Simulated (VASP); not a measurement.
Input of a VASP 6.6.1 run:

File INCAR:

```
SYSTEM = Li
  PREC = Accurate
  ENCUT = 520
  EDIFF = 1E-6
  ISMEAR = 0
  SIGMA = 0.15
  LREAL = Auto
  LASPH = .True.
  NELM = 80
  ALGO = Normal
  ISIF = 2
  LWAVE = .False.
  LCHARG = .True.
  GGA = PS
  LELF = .True.
  LVHAR = .True.
  NBANDS = 56
```

Contents of KPOINTS:

```
regular mesh
0
Gamma
  4 4 1
  0 0 0
```

The input POSCAR:

```
Li
1.0
    6.9800000000      0.0000000000      0.0000000000
    5.2350000000      7.4034080000      0.0000000000
    0.0000000000      0.0000000000     18.4034080000
Li
25
Direct
   -0.2499999325      0.3333332433      0.0543378161
    0.2500000675      0.3333332433      0.0543378161
   -0.2500000675      0.6666667567      0.0543378161
    0.2499999325      0.6666667567      0.0543378161
   -0.2500000000      1.0000000000      0.0543378161
    0.2500000000      1.0000000000      0.0543378161
    0.0029185079     -0.0008835120      0.1766240796
    0.4976027027      0.0002420507      0.1766521722
   -0.0019888341      0.3339306708      0.1815941373
    0.5020918437      0.3326832724      0.1823277515
    0.0000732764      0.6662839600      0.1817243850
    0.5002591915      0.6663184036      0.1788893666
   -0.2469194540      0.3320381640      0.3169393951
    0.2470511305      0.3350909473      0.3151939032
   -0.2590579383      0.6673802119      0.3114600839
    0.2595711078      0.6649428209      0.3114512269
   -0.2483405424      0.9983956038      0.3001170761
    0.2484734634      1.0020170440      0.3034847676
    0.0012704499     -0.0082190526      0.4257350052
    0.5120720914     -0.0064525689      0.4265928898
    0.0135387415      0.3153126236      0.4517671944
    0.5121198392      0.3182193930      0.4484125440
    0.0024890946      0.6622867469      0.4367399777
    0.4965373805      0.6724771889      0.4497569689
    0.7928243727      0.9552570924      0.5556175791
```

Potentials or basis: VASP PAW PBE potentials, release 64 (Li_sv).

Launch:

```bash
$ cat potpaw_PBE.64/Li_sv/POTCAR > POTCAR
$ mpirun -np 1 vasp_std > vasp.out
```

(1) Estimate the largest force.

(2) What does it give for the band gap on the k mesh?

Answers

(1) 0.070 eV/Å.

(2) zero (an odd number of electrons rules out a gap without spin polarisation).

Caveat: there is no dipole correction, which matters where the two faces differ; the PAW data sets were made with another functional, which shifts forces and pressure a little.
